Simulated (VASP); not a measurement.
Cu, 2 atoms in the cell. It takes space group P6_3/mmc (No. 194, hexagonal). Conventional cell: a = 2.372 Å, b = 2.372 Å, c = 3.882 Å, α = 90.00°, β = 90.00°, γ = 120.00°. Cu (site symmetry -6m2) has 12 Cu at 2.37 to 2.38 Å within 3.1 Å. This isn't the form of Cu at room conditions, which is fcc.

```yaml
Program: VASP 6.6.1
Task: single point
Functional: r2SCAN
Potentials_or_basis: VASP PAW PBE potentials, release 64 (Cu)
Cutoff: 520 eV
k_mesh: 24 × 24 × 12
Occupations: gaussian, width 0.1 eV
Spin: no spin polarisation
Dipole_correction: no
Further_INCAR_settings: ALGO = Normal; EDIFF = 1e-06; NBANDS = 18
```

Potentials or basis: VASP PAW PBE potentials, release 64 (Cu).

Launch:

```sh
$ cat potpaw_PBE.64/Cu/POTCAR > POTCAR
$ cp INCAR.step1 INCAR
$ mpirun -np 1 vasp_std > vasp.out
$ cp INCAR.step2 INCAR
$ mpirun -np 1 vasp_std > vasp.out
```

Hardware: 1 thread of AMD EPYC 9R45 (Zen 5), with other jobs on the host.

Q: Estimate the wall time of this run.

A: Wall time 4.5 min on 1 thread of AMD EPYC 9R45 (Zen 5) (shared host), peak memory 0.2 GiB. Counts: k points 427.
